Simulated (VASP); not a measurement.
Li8LaNb7O23 (a cell with a defect): electric field gradients with PBE

Li8LaNb7O23 (a cell with a defect):

```
CELL_PARAMETERS angstrom
2.59495 1.49820 4.67222
-5.18990 2.99639 9.34445
0.00000 -5.99278 9.34445
ATOMIC_POSITIONS crystal
Li 0.71749 0.36184 0.35777
Li 0.19016 0.10479 0.13365
Li 0.70608 0.36321 0.85572
Li 0.22204 0.11193 0.60293
Li 0.72170 0.85451 0.36049
Li 0.21368 0.60640 0.11719
Li 0.75982 0.82260 0.85667
Li 0.20979 0.60688 0.60745
Nb 0.99133 0.49560 0.50598
Nb 0.50492 0.24645 0.24814
Nb 0.99633 0.49849 0.00619
Nb 0.99282 0.00651 0.50089
Nb 0.50241 0.74970 0.25487
Nb 0.99975 0.98877 0.00694
Nb 0.49945 0.75021 0.74932
O 0.28038 0.31943 0.44457
O 0.63796 0.44500 0.14227
O 0.88130 0.13676 0.32137
O 0.41604 0.06242 0.37972
O 0.79212 0.19902 0.06477
O 0.13884 0.39171 0.19824
O 0.27644 0.31343 0.96674
O 0.62305 0.45564 0.63104
O 0.97187 0.13779 0.81229
O 0.84063 0.19164 0.54041
O 0.07847 0.42169 0.68749
O 0.27745 0.82354 0.44201
O 0.61239 0.95888 0.13045
O 0.88287 0.65169 0.31601
O 0.38395 0.57434 0.38581
O 0.78472 0.69300 0.07095
O 0.14663 0.89353 0.18755
O 0.29782 0.81408 0.94802
O 0.63511 0.94951 0.64903
O 0.89330 0.63616 0.82169
O 0.39076 0.57189 0.88680
O 0.76024 0.71280 0.56444
O 0.12851 0.89222 0.70314
La 0.47734 0.22771 0.76424
```

* Program: VASP 6.6.1
* Task: electric field gradients
* Functional: PBE
* Potentials or basis: VASP PAW PBE potentials, release 64 (Li_sv, Nb_sv, O, La)
* Cutoff: 650 eV
* k mesh: 1 × 1 × 1, shifted
* Occupations: gaussian, width 0.01 eV
* Spin: collinear spin
* Fixed moment: 1 μB
* Dipole correction: no
* Charge: -1
* Further INCAR settings: LREAL = Auto; ALGO = Normal; EDIFF = 1e-08; NBANDS = 161; ISYM = -1; NELECT = 265.0

| Item | Value |
| --- | --- |
| Largest force | 0.047 eV/Å |
| Net moment | 1.00 μB per cell |
| Site moments | Li +0.00, -0.00 (each value once); Nb +0.03, +0.04, +0.01, +0.10, +0.27 (each value once); O +0.00, -0.00, +0.01, +0.03, -0.01 (each value once); La +0.07 μB |
| Largest electric field gradient by atom | Li -0.6, +0.8, +0.6, -0.3, +1.3, +0.3 (each value once); Nb +89.1, +49.4, -53.3, -125.4, -14.3, +98.0, -44.8; O +24.5, -22.4, -20.4, -20.7, -27.7, -16.6, -16.2, +30.6, -17.4, +19.1, -23.4, -25.1, +25.9, -14.7, -21.2, -25.7, -24.4, -21.3, +25.8, +18.4, +24.3, -19.3 (each value once); La -158.9 V/Å² |
| Valence electrons inside the program's atomic spheres | Li 2.06, 2.08, 2.07 (each value once); Nb 10.49, 10.47, 10.48, 10.43, 10.59 (each value once); O 5.06, 5.07, 5.10, 5.05, 5.04, 5.09 (each value once); La 8.70 |

Forces on the atoms (eV/Å):
```
Li  -0.007  0.006 -0.004
Li   0.004  0.015 -0.003
Li   0.001 -0.007 -0.005
Li   0.000 -0.001  0.000
Li   0.005  0.003 -0.001
Li   0.000  0.003 -0.003
Li  -0.008  0.003  0.004
Li  -0.002 -0.006  0.000
Nb  -0.005  0.010  0.030
Nb  -0.008  0.010  0.035
Nb  -0.009 -0.012  0.029
Nb   0.011  0.008  0.027
Nb   0.003 -0.020  0.017
Nb   0.020 -0.013  0.041
Nb   0.002 -0.022  0.035
O   -0.010  0.005 -0.008
O    0.013  0.006 -0.008
O   -0.013 -0.026  0.000
O   -0.013 -0.007 -0.013
O   -0.002 -0.009 -0.010
O    0.009  0.009 -0.013
O    0.005  0.008 -0.021
O    0.011 -0.006 -0.009
O   -0.008  0.007 -0.013
O   -0.003 -0.030  0.002
O    0.026  0.009  0.001
O   -0.007  0.016 -0.011
O    0.007 -0.007 -0.013
O   -0.010 -0.008 -0.017
O   -0.012  0.010 -0.003
O    0.003 -0.013 -0.002
O    0.009  0.012 -0.010
O   -0.005  0.010 -0.010
O    0.009 -0.003 -0.010
O   -0.004 -0.002 -0.015
O   -0.007  0.004 -0.004
O    0.021  0.001 -0.020
O   -0.001  0.012 -0.015
La  -0.024  0.023  0.019
```

Electric field gradients, principal values (V/Å²):
```tsv
atom	least	middle	greatest (by size)
1 Li	0.161	0.478	-0.639
2 Li	-0.353	-0.471	0.823
3 Li	-0.082	-0.537	0.619
4 Li	0.230	0.348	-0.578
5 Li	0.079	0.484	-0.563
6 Li	0.034	0.305	-0.340
7 Li	-0.307	-0.985	1.292
8 Li	-0.067	-0.253	0.319
9 Nb	-8.436	-80.664	89.099
10 Nb	-0.612	-48.763	49.375
11 Nb	9.449	43.893	-53.342
12 Nb	40.523	84.860	-125.383
13 Nb	1.859	12.407	-14.266
14 Nb	-12.322	-85.708	98.030
15 Nb	5.828	38.970	-44.798
16 O	-7.073	-17.390	24.463
17 O	6.079	16.363	-22.441
18 O	-7.648	-16.840	24.489
19 O	0.053	20.343	-20.396
20 O	1.761	18.925	-20.687
21 O	5.430	22.271	-27.701
22 O	2.368	14.249	-16.617
23 O	0.104	16.131	-16.234
24 O	-5.764	-24.880	30.644
25 O	0.406	17.034	-17.440
26 O	-3.480	-15.619	19.099
27 O	3.239	20.165	-23.404
28 O	3.806	21.315	-25.121
29 O	-4.023	-21.885	25.908
30 O	3.843	10.856	-14.699
31 O	1.172	19.997	-21.169
32 O	4.100	21.611	-25.711
33 O	7.702	16.744	-24.446
34 O	0.959	20.354	-21.313
35 O	-7.595	-18.157	25.751
36 O	-3.862	-14.515	18.377
37 O	-0.813	-23.500	24.313
38 O	1.535	17.808	-19.344
39 La	2.337	156.536	-158.873
```

It took 13 min on 1 thread of Intel(R) Xeon(R) Platinum 8488C (Sapphire Rapids), on a shared host, peak memory 1.3 GiB.

Caveat: the cell carries a net charge on a neutralising background, which shifts energy and pressure; without QUAD_EFG the Cq values of the log hold for a quadrupole moment of 1 mb, not for the nuclei; the total moment is fixed, so each spin has its own Fermi level and the state may be an excited one.
